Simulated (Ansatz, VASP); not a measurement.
**Se: VASP beside Ansatz**

```xyz
6
Lattice="-0.0149 -0.0547 -2.7167 -0.0043 -5.3772 -0.1118 -10.8505 -0.0086 -0.0609" Properties=species:S:1:pos:R:3 pbc="T T T"
Se   -5.4863   -5.4719   -0.1703
Se    0.0587    0.0268    0.0737
Se  -10.8979   -2.7128   -0.0689
Se   -5.3237   -2.6638   -2.8030
Se   -8.2638   -5.5247   -2.8971
Se   -2.7002   -5.3522   -2.9145
```

Change from the starting cell: cell x2, atoms moved at random (sigma 0.1 Å) and cell strained at random (1.5 %), then relaxed without symmetry.

Alike in both runs: task relaxation of cell and atoms; functional PBE; k mesh 8 × 4 × 2; occupations gaussian, width 0.2 eV; no spin polarisation.

```csv
,VASP,Ansatz
version,VASP 6.6.1,Ansatz 0.2.0
potentials or method,"VASP PAW PBE potentials, release 64 (Se), cutoff 600 eV","scalar-relativistic, plane waves, PAW"
valence electrons in the cell,36,96
```

Ansatz gave:

- gap on the k mesh at the Fermi level, each at its own relaxed structure (eV): none
- relaxed volume (Å³/atom): 27.01
- relaxed cell length with the largest relative difference (Å): 10.860

Problem. Which values does VASP return?

Solution. gap on the k mesh at the Fermi level, each at its own relaxed structure (eV): none; relaxed volume (Å³/atom): 27.00; relaxed cell length with the largest relative difference (Å): 10.911.

A gap of «none» marks a metal or a gap that the smearing closes. VASP's potentials hold 36 valence electrons a cell and Ansatz's 96, so a difference there can come from the potentials and not from the codes.

Noted on VASP's run: too few bands were computed for a metal, which touches its energy and stress.
